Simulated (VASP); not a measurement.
**PbS: single point with PBE-based screened hybrid with 25 % exact exchange**

PbS:

```xyz
2
Lattice="0.0000 2.9657 2.9657 2.9657 0.0000 2.9657 2.9657 2.9657 0.0000" Properties=species:S:1:pos:R:3 pbc="T T T"
Pb    0.0000    0.0000    0.0000
S     2.9657    2.9657    2.9657
```

```
Program             : VASP 6.6.1
Task                : single point
Functional          : PBE-based screened hybrid with 25 % exact exchange
Potentials or basis : VASP PAW PBE potentials, release 64 (Pb_d, S)
Cutoff              : 520 eV
k mesh              : 4 × 4 × 4
Occupations         : fermi-dirac, width 0.05 eV
Spin                : no spin polarisation
```

* Pressure: 1.2 GPa
* Band gap on the k mesh: 0.67 eV

Levels at points of the mesh, in eV from the valence-band top:
```tsv
k point	band 7	band 8	band 9	band 10	band 11	band 12	band 13	band 14
(0.00, 0.00, 0.00)	-6.35	-2.50	-2.50	-2.50	5.84	5.84	5.84	7.24
(0.50, 0.00, 0.00)	-9.55	-2.11	-2.11	0.00	0.67	2.33	2.33	9.27
(0.50, 0.50, 0.00)	-7.63	-5.75	-3.87	-3.87	4.21	6.26	6.37	6.37
```

Run time: 6.5 min on 1 thread of Intel(R) Xeon(R) Platinum 8259CL CPU @ 2.50GHz (Skylake/Cascade Lake), with other jobs on the host, peak memory 0.28 GiB.

Caveat: the k points lie up to 0.46 Å⁻¹ apart; the PAW data sets were made with another functional, which shifts forces and pressure a little; spin-orbit coupling is left out, which moves the levels of the heavy elements. A k mesh can miss the band edges.
